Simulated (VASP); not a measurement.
# GaAs (I-4m2) in VASP: notebook

GaAs is run at these levels: PBE; tasks: single point.

Everything below comes from runs of VASP 6.6.1. Logs are shortened: lines on timing, memory, paths and dates and some standing lists are left out, and cuts for length are marked.

### 1 The cell of the first run

It takes space group I-4m2 (No. 119, tetragonal). Conventional cell: a = 3.961 Å, b = 3.961 Å, c = 6.033 Å, α = 90.00°, β = 90.00°, γ = 90.00°. Ga (site symmetry -4m2) has 4 As at 2.49 Å within 3.3 Å. As (site symmetry -4m2) has 4 Ga at 2.49 Å within 3.3 Å.

### 2 Single point, PBE (strain -0.025 along x and y, +0.050 along z)

INCAR reads:

```
SYSTEM = GaAs
PREC = Accurate
ENCUT = 500
EDIFF = 1E-6
ISMEAR = 0
SIGMA = 0.03
LREAL = .FALSE.
LASPH = .TRUE.
NELM = 120
ALGO = Normal
ISIF = 2
LWAVE = .FALSE.
LCHARG = .FALSE.
GGA = PE
NBANDS = 16
GGA_COMPAT = .FALSE.
```

KPOINTS reads:

```
regular mesh
0
G
  10 10 10
  0 0 0
```

POSCAR reads:

```
GaAs
1.0
    0.0000000000      2.8008749607      3.0163268808
    2.8008749607      0.0000000000      3.0163268808
    2.8008749607      2.8008749607      0.0000000000
Ga As
1 1
Direct
    0.0000000000      0.0000000000      0.0000000000
    0.7500000000      0.7500000000      0.7500000000
```

Potentials or basis: VASP PAW PBE potentials, release 64 (Ga_d, As).

Command:

```sh
cat potpaw_PBE.64/Ga_d/POTCAR potpaw_PBE.64/As/POTCAR > POTCAR
mpirun -np 1 vasp_std > vasp.out
```

OUTCAR:

```text
SYSTEM = GaAs
   PREC = Accurate
   ENCUT = 500
   EDIFF = 1E-6
   ISMEAR = 0
   LREAL = .FALSE.
   LASPH = .TRUE.
   NELM = 120
   ISIF = 2
   GGA = PE

 ion  position               nearest neighbor table
   1  0.000  0.000  0.000-   2 2.49   2 2.49   2 2.49   2 2.49
   2  0.750  0.750  0.750-   1 2.49   1 2.49   1 2.49   1 2.49

  LATTYP: Found a body centered tetragonal cell.
 ALAT       =     3.9610353559
 C/A-ratio  =     1.5229992210

  Lattice vectors:

 A1 = (  -2.8008749607,   0.0000000000,   3.0163268808)
 A2 = (   2.8008749607,   0.0000000000,   3.0163268808)
 A3 = (   0.0000000000,   2.8008749607,  -3.0163268808)

Analysis of symmetry for initial positions (statically):
=====================================================================
 Subroutine PRICEL returns:
 Original cell was already a primitive cell.

 Routine SETGRP: Setting up the symmetry group for a
 body centered tetragonal supercell.

 Subroutine GETGRP returns: Found  8 space group operations
 (whereof  8 operations were pure point group operations)
 out of a pool of 16 trial point group operations.

The static configuration has the point symmetry D_2d.

Analysis of symmetry for dynamics (positions and initial velocities):
=====================================================================
 Subroutine PRICEL returns:
 Original cell was already a primitive cell.

 Routine SETGRP: Setting up the symmetry group for a
 body centered tetragonal supercell.

 Subroutine GETGRP returns: Found  8 space group operations
 (whereof  8 operations were pure point group operations)
 out of a pool of 16 trial point group operations.

The dynamic configuration has the point symmetry D_2d.

 Subroutine INISYM returns: Found  8 space group operations
 (whereof  8 operations are pure point group operations),
 and found     1 'primitive' translations

----------------------------------------------------------------------------------------

                                     Primitive cell

  volume of cell :      47.3256

  direct lattice vectors                    reciprocal lattice vectors
     0.000000000  2.800874961  3.016326881    -0.178515645  0.178515645  0.165764527
     2.800874961  0.000000000  3.016326881     0.178515645 -0.178515645  0.165764527
     2.800874961  2.800874961  0.000000000     0.178515645  0.178515645 -0.165764527

  length of vectors
     4.116203153  4.116203153  3.961035356     0.302015810  0.302015810  0.302015810

  position of ions in fractional coordinates (direct lattice)
     0.000000000  0.000000000  0.000000000
     0.750000000  0.750000000  0.750000000

  ion indices of the primitive-cell ions
   primitive index   ion index
                 1           1
                 2           2

----------------------------------------------------------------------------------------

 KPOINTS: regular mesh

Automatic generation of k-mesh.
 Grid dimensions read from file:
 generate k-points for:   10   10   10

 Generating k-lattice:

  Cartesian coordinates                     Fractional coordinates (reciprocal lattice)
    -0.017851564  0.017851564  0.016576453     0.100000000 -0.000000000  0.000000000
     0.017851564 -0.017851564  0.016576453    -0.000000000  0.100000000  0.000000000
     0.017851564  0.017851564 -0.016576453     0.000000000  0.000000000  0.100000000

  Length of vectors
     0.030201581  0.030201581  0.030201581

  Shift w.r.t. Gamma in fractional coordinates (k-lattice)
     0.000000000  0.000000000  0.000000000

 Subroutine IBZKPT returns following result:
 ===========================================

 Found    102 irreducible k-points:

 Following reciprocal coordinates:
            Coordinates               Weight
  0.000000  0.000000  0.000000      1.000000
  0.100000  0.000000  0.000000      8.000000
  0.200000  0.000000  0.000000      8.000000
  0.300000  0.000000  0.000000      8.000000
  0.400000 -0.000000  0.000000      8.000000
  0.500000  0.000000  0.000000      4.000000
[... 16 lines left out ...]
  0.300000  0.300000  0.000000      2.000000
  0.400000  0.300000  0.000000      8.000000
 [... further k-points ...]
   k-points           NKPTS =    102   k-points in BZ     NKDIM =    102   number of bands    NBANDS=     16
   number of dos      NEDOS =    301   number of ions     NIONS =      2
   total plane-waves  NPLWV =  27000
   dimension x,y,z NGX =    30 NGY =   30 NGZ =   30
   dimension x,y,z NGXF=    60 NGYF=   60 NGZF=   60
   ions per type =               1   1
   NGX,Y,Z   is equivalent  to a cutoff of  12.12, 12.12, 12.59 a.u.
   NGXF,Y,Z  is equivalent  to a cutoff of  24.23, 24.23, 25.18 a.u.
 SYSTEM =  GaAs
   PREC   = accura    normal or accurate (medium, high low for compatibility)
   ISTART =      0    job   : 0-new  1-cont  2-samecut
   ICHARG =      2    charge: 1-file 2-atom 10-const
   ISPIN  =      1    spin polarized calculation?
   LNONCOLLINEAR =      F non collinear calculations
   LSORBIT =      F    spin-orbit coupling
   LASPH  =      T    aspherical Exc in radial PAW
   ENCUT  =  500.0 eV  36.75 Ry    6.06 a.u.   7.50  7.50  7.22*2*pi/ulx,y,z
   NELM   =    120;   NELMIN=  2; NELMDL= -5     # of ELM steps
   EDIFF  = 0.1E-05   stopping-criterion for ELM
   LREAL  =      F    real-space projection
   EDIFFG = 0.1E-04   stopping-criterion for IOM
   NSW    =      0    number of steps for IOM
   IBRION =     -1    ionic relax: 0-MD 1-quasi-New 2-CG
   NFREE  =      0    steps in history (QN), initial steepest desc. (CG)
   ISIF   =      2    stress and relaxation
   ISYM   =      2    0-nonsym 1-usesym 2-fastsym
   POTIM  = 0.5000    time-step for ionic-motion
   TEBEG  =    0.0;   TEEND  =   0.0 temperature during run
   PSTRESS=    0.0 pullay stress
   NELECT =      18.0000    total number of electrons
   NUPDOWN=      -1.0000    fix difference up-down
   EMIN   =  10.00;   EMAX   =-10.00  energy-range for DOS
   EFERMI =   0.00;   METHOD = LEGACY
   ISMEAR =     0;   SIGMA  =   0.03  broadening in eV -4-tet -1-fermi 0-gaus
   EFERMI_NEDOS =   21; number of points for ismear=-14 and -15
   IALGO  =     38    algorithm
   IMIX   =      4    mixing-type and parameters
     AMIX     =   0.40;   BMIX     =  1.00
     AMIX_MAG =   1.60;   BMIX_MAG =  1.00
  volume/ion in A,a.u.               =      23.66       159.68
  Fermi-wavevector in a.u.,A,eV,Ry     =   1.186134  2.241468 19.142222  1.406914
  Thomas-Fermi vector in A             =   2.322313
   LORBIT       =      0    0 simple, 1 ext, 2 COOP (PROOUT), +10 PAW based schemes
   GGA     = PE    functional components
   LHFCALC =     F    Hartree Fock is set to
   AEXX    =    0.0000 exact exchange contribution
   IVDW    =     0    specifies the selected vdW correction
   LEPSILON=     F    determine dielectric tensor
   LRPA    =     F    only Hartree local field effects (RPA)
 non-spin polarized calculation
 Gauss-broadening in eV      SIGMA  =   0.03
  energy-cutoff  :      500.00
  volume of cell :       47.33
 maximum number of plane-waves:      1227
   NGX = 15   NGY = 15   NGZ = 15

 number of electron      17.9999992 magnetization

 Free energy of the ion-electron system (eV)
  ---------------------------------------------------
  ext. energy  EPLUGINS =         0.00000000
  ---------------------------------------------------
  free energy    TOTEN  =        -8.24105018 eV

  energy without entropy =       -8.24100778  energy(sigma->0) =       -8.24102898

 E-fermi :   3.6618     XC(G=0):  -9.3873

 val. band max:        3.6583490892   @ k =   0.0000   0.0000   0.0000
 cond. band min:       4.2976168285   @ k =   0.5000   0.0000   0.0000
 fundamental gap:      0.6392677393
 Fermi energy:         3.6618365512

 k-point     1 :       0.0000    0.0000    0.0000
  band No.  band energies     occupation
      1     -11.2376      2.00000
      2     -11.2185      2.00000
      3     -11.2185      2.00000
      4     -11.1642      2.00000
      5     -11.1523      2.00000
      6      -8.8842      2.00000
[... 8 lines left out ...]
     15      12.7260      0.00000
     16      13.9146      0.00000

 k-point     2 :       0.1000    0.0000    0.0000
  band No.  band energies     occupation
      1     -11.2389      2.00000
      2     -11.2222      2.00000
      3     -11.2167      2.00000
      4     -11.1646      2.00000
      5     -11.1520      2.00000
      6      -8.7747      2.00000
[... 8 lines left out ...]
     15      12.2642      0.00000
     16      13.4444      0.00000

 k-point     3 :       0.2000    0.0000    0.0000
  band No.  band energies     occupation
      1     -11.2506      2.00000
      2     -11.2227      2.00000
      3     -11.2121      2.00000
      4     -11.1652      2.00000
      5     -11.1508      2.00000
      6      -8.4600      2.00000
[... 8 lines left out ...]
     15      12.6696      0.00000
     16      12.7598      0.00000

 k-point     4 :       0.3000    0.0000    0.0000
  band No.  band energies     occupation
      1     -11.2692      2.00000
      2     -11.2186      2.00000
      3     -11.2073      2.00000
      4     -11.1652      2.00000
      5     -11.1486      2.00000
      6      -7.9909      2.00000
[... 8 lines left out ...]
     15      12.8386      0.00000
     16      12.9714      0.00000
[... 324 lines left out ...]
 k-point    22 :      -0.2000    0.2000    0.0000
  band No.  band energies     occupation
      1     -11.2744      2.00000
      2     -11.2157      2.00000
      3     -11.2047      2.00000
      4     -11.1686      2.00000
      5     -11.1479      2.00000
      6      -7.7985      2.00000
[... 8 lines left out ...]
     15      13.7819      0.00000
     16      14.5351      0.00000

 k-point    23 :       0.3000    0.3000    0.0000
  band No.  band energies     occupation
      1     -11.2953      2.00000
      2     -11.1938      2.00000
      3     -11.1938      2.00000
      4     -11.1602      2.00000
      5     -11.1591      2.00000
      6      -7.7718      2.00000
[... 8 lines left out ...]
     15      15.2106      0.00000
     16      15.4777      0.00000

 k-point    24 :       0.4000    0.3000    0.0000
  band No.  band energies     occupation
      1     -11.3039      2.00000
      2     -11.1913      2.00000
      3     -11.1892      2.00000
      4     -11.1611      2.00000
      5     -11.1586      2.00000
      6      -7.3869      2.00000
[... 8 lines left out ...]
     15      15.6583      0.00000
     16      15.8439      0.00000

 [... further k-points ...]

------------------------ aborting loop because EDIFF is reached ----------------------------------------

  FORCE on cell =-STRESS in cart. coord.  units (eV):
  Direction    XX          YY          ZZ          XY          YZ          ZX
  --------------------------------------------------------------------------------------
  -------------------------------------------------------------------------------------
  Total        0.5465775      0.5465775     -0.8778353      0.0000000     -0.0000000     -0.0000000
  in kB       18.5040361     18.5040361    -29.7185610      0.0000000     -0.0000000     -0.0000000
  external PRESSURE =       2.4298371 kB  Pullay stress =       0.0000000 kB

 VOLUME and BASIS-vectors are now :
 -----------------------------------------------------------------------------
  energy-cutoff  :      500.00
  volume of cell :       47.33
      direct lattice vectors                 reciprocal lattice vectors
     0.000000000  2.800874961  3.016326881    -0.178515645  0.178515645  0.165764527
     2.800874961  0.000000000  3.016326881     0.178515645 -0.178515645  0.165764527
     2.800874961  2.800874961  0.000000000     0.178515645  0.178515645 -0.165764527

 POSITION                                       TOTAL-FORCE (eV/Angst)
 -----------------------------------------------------------------------------------
      0.00000      0.00000      0.00000         0.000000      0.000000      0.000000
      4.20131      4.20131      4.52449        -0.000000     -0.000000     -0.000000
 -----------------------------------------------------------------------------------
    total drift:                               -0.000000     -0.000000      0.000000

  FREE ENERGIE OF THE ION-ELECTRON SYSTEM (eV)
  ---------------------------------------------------
  free  energy   TOTEN  =        -8.2410501790 eV

  energy  without entropy=       -8.2410077788  energy(sigma->0) =       -8.24102898
```

It took 74 s on 1 thread of Intel Xeon Platinum 8259CL at 2.50GHz (Skylake/Cascade Lake), shared host; peak memory 0.22 GiB.

Results:

* Free energy: -8.2411 eV
* Pressure: 0.2 GPa
* Band gap on the k mesh: zero (filled and empty bands touch)

Stress tensor (GPa, compression positive):
```
 1.85  0.00  0.00
 0.00  1.85  0.00
 0.00  0.00 -2.97
```

Caveat: the cell differs from its parent crystal (strain -0.025 along x and y, +0.050 along z); semilocal functionals underestimate gaps, so a narrow gap can read as zero.

### 3 Single point, PBE (strain +0.025 along x and y, -0.050 along z)

INCAR reads:

```
SYSTEM = GaAs
ALGO = Normal
EDIFF = 1E-6
ENCUT = 500
GGA = PE
GGA_COMPAT = .FALSE.
ISIF = 2
ISMEAR = 0
LASPH = .TRUE.
LCHARG = .TRUE.
LELF = .TRUE.
LREAL = .FALSE.
LVHAR = .TRUE.
LWAVE = .FALSE.
NBANDS = 16
NELM = 120
PREC = Accurate
SIGMA = 0.03
```

KPOINTS reads:

```
k-points
0
G
  10 10 10
  0 0 0
```

POSCAR reads:

```
GaAs
1.0
    0.0000000000      2.9445095741      2.7290576540
    2.9445095741      0.0000000000      2.7290576540
    2.9445095741      2.9445095741      0.0000000000
Ga As
1 1
Direct
    0.0000000000      0.0000000000      0.0000000000
    0.7500000000      0.7500000000      0.7500000000
```

Potentials or basis: VASP PAW PBE potentials, release 64 (Ga_d, As).

Command:

```sh
cat potpaw_PBE.64/Ga_d/POTCAR potpaw_PBE.64/As/POTCAR > POTCAR
mpirun -np 1 vasp_std > vasp.out
```

OUTCAR:

```text
SYSTEM = GaAs
   EDIFF = 1E-6
   ENCUT = 500
   GGA = PE
   ISIF = 2
   ISMEAR = 0
   LASPH = .TRUE.
   LREAL = .FALSE.
   NELM = 120
   PREC = Accurate

 ion  position               nearest neighbor table
   1  0.000  0.000  0.000-   2 2.49   2 2.49   2 2.49   2 2.49
   2  0.750  0.750  0.750-   1 2.49   1 2.49   1 2.49   1 2.49

  LATTYP: Found a body centered tetragonal cell.
 ALAT       =     4.1641653742
 C/A-ratio  =     1.3107345212

  Lattice vectors:

 A1 = (   0.0000000000,  -2.9445095741,  -2.7290576540)
 A2 = (   0.0000000000,   2.9445095741,  -2.7290576540)
 A3 = (   2.9445095741,   0.0000000000,   2.7290576540)

Analysis of symmetry for initial positions (statically):
=====================================================================
 Subroutine PRICEL returns:
 Original cell was already a primitive cell.

 Routine SETGRP: Setting up the symmetry group for a
 body centered tetragonal supercell.

 Subroutine GETGRP returns: Found  8 space group operations
 (whereof  8 operations were pure point group operations)
 out of a pool of 16 trial point group operations.

The static configuration has the point symmetry D_2d.

Analysis of symmetry for dynamics (positions and initial velocities):
[... 162 lines left out ...]
 val. band max:        3.6454396915   @ k =   0.0000   0.0000   0.0000
 cond. band min:       3.7523085861   @ k =   0.0000   0.0000   0.0000
 fundamental gap:      0.1068688946
 Fermi energy:         3.6988741380

 k-point     1 :       0.0000    0.0000    0.0000
  band No.  band energies     occupation
      1     -11.2302      2.00000
      2     -11.2302      2.00000
      3     -11.2121      2.00000
      4     -11.1653      2.00000
      5     -11.1499      2.00000
      6      -8.8841      2.00000
[... 433 lines left out ...]
      3     -11.1970      2.00000
      4     -11.1829      2.00000
      5     -11.1386      2.00000
      6      -7.1595      2.00000
[... 8 lines left out ...]
     15      15.3192      0.00000
     16      16.3787      0.00000

 [... further k-points ...]

------------------------ aborting loop because EDIFF is reached ----------------------------------------

  FORCE on cell =-STRESS in cart. coord.  units (eV):
  Direction    XX          YY          ZZ          XY          YZ          ZX
  --------------------------------------------------------------------------------------
  -------------------------------------------------------------------------------------
  Total       -0.3024205     -0.3024205      0.8055955      0.0000000      0.0000000      0.0000000
  in kB      -10.2388978    -10.2388978     27.2746377      0.0000000      0.0000000      0.0000000
  external PRESSURE =       2.2656140 kB  Pullay stress =       0.0000000 kB

 VOLUME and BASIS-vectors are now :
 -----------------------------------------------------------------------------
  energy-cutoff  :      500.00
  volume of cell :       47.32
      direct lattice vectors                 reciprocal lattice vectors
     0.000000000  2.944509574  2.729057654    -0.169807565  0.169807565  0.183213425
     2.944509574  0.000000000  2.729057654     0.169807565 -0.169807565  0.183213425
     2.944509574  2.944509574  0.000000000     0.169807565  0.169807565 -0.183213425

 POSITION                                       TOTAL-FORCE (eV/Angst)
 -----------------------------------------------------------------------------------
      0.00000      0.00000      0.00000        -0.000000     -0.000000     -0.000000
      4.41676      4.41676      4.09359         0.000000      0.000000      0.000000
 -----------------------------------------------------------------------------------
    total drift:                                0.000000      0.000000     -0.000001

  FREE ENERGIE OF THE ION-ELECTRON SYSTEM (eV)
  ---------------------------------------------------
  free  energy   TOTEN  =        -8.2453860002 eV

  energy  without entropy=       -8.2453845818  energy(sigma->0) =       -8.24538529
```

OSZICAR:

```text
N       E                     dE             d eps       ncg     rms          rms(c)
DAV:   1     0.809986960652E+02    0.80999E+02   -0.87278E+03  3360   0.148E+03
DAV:   2    -0.198337794551E+01   -0.82982E+02   -0.79100E+02  3776   0.301E+02
DAV:   3    -0.830046984121E+01   -0.63171E+01   -0.62962E+01  3984   0.646E+01
DAV:   4    -0.839601717454E+01   -0.95547E-01   -0.95538E-01  4064   0.889E+00
DAV:   5    -0.839733732394E+01   -0.13201E-02   -0.13201E-02  4088   0.932E-01    0.276E+00
DAV:   6    -0.826108485151E+01    0.13625E+00   -0.21493E-01  5008   0.755E+00    0.165E+00
DAV:   7    -0.824411753269E+01    0.16967E-01   -0.57163E-02  4000   0.167E+00    0.558E-01
DAV:   8    -0.824488438757E+01   -0.76685E-03   -0.95346E-03  3968   0.107E+00    0.950E-02
DAV:   9    -0.824527071914E+01   -0.38633E-03   -0.89548E-04  4144   0.353E-01    0.513E-02
DAV:  10    -0.824533557219E+01   -0.64853E-04   -0.65840E-05  4496   0.771E-02    0.278E-02
DAV:  11    -0.824538569398E+01   -0.50122E-04   -0.72274E-05  3752   0.618E-02    0.341E-03
DAV:  12    -0.824538600016E+01   -0.30618E-06   -0.10355E-06  3440   0.138E-02
   1 F= -.82453860E+01 E0= -.82453853E+01  d E =-.141834E-05
```

stdout:

```text
POSCAR found type information on POSCAR GaAs
 POSCAR found :  2 types and       2 ions
 scaLAPACK will be used
 LDA part: xc-table for (Slater+PW92), standard interpolation
 POSCAR, INCAR and KPOINTS ok, starting setup
 FFT: planning ... GRIDC
 FFT: planning ... GRID_SOFT
 FFT: planning ... GRID
 WAVECAR not read
 entering main loop
```

It took 73 s on 1 thread of Intel Xeon Platinum 8259CL at 2.50GHz (Skylake/Cascade Lake), shared host; peak memory 0.22 GiB.

Results:

```yaml
Free_energy: -8.2454 eV
Pressure: 0.2 GPa
Band_gap_on_the_k_mesh: 0.11 eV
```

Stress tensor (GPa, compression positive):
```
-1.02  0.00  0.00
 0.00 -1.02  0.00
 0.00  0.00  2.73
```

Levels at points of the mesh, in eV from the valence-band top:
```
           k point  band 6  band 7  band 8  band 9  band 10  band 11  band 12  band 13
(0.00, 0.00, 0.00)  -12.53   -0.26   -0.26    0.00     0.11     3.48     3.68     3.68
(0.50, 0.00, 0.00)  -10.90   -6.52   -1.48   -0.93     0.66     4.25     4.81     7.62
(0.50, 0.50, 0.00)  -10.06   -6.45   -2.96   -2.96     1.09     1.15     9.67     9.67
(0.50, 0.00, 0.50)  -10.31   -6.87   -2.50   -2.45     1.57     1.78     9.22     9.58
```

Caveat: the cell differs from its parent crystal (strain +0.025 along x and y, -0.050 along z).

[end of part 1 of 2]
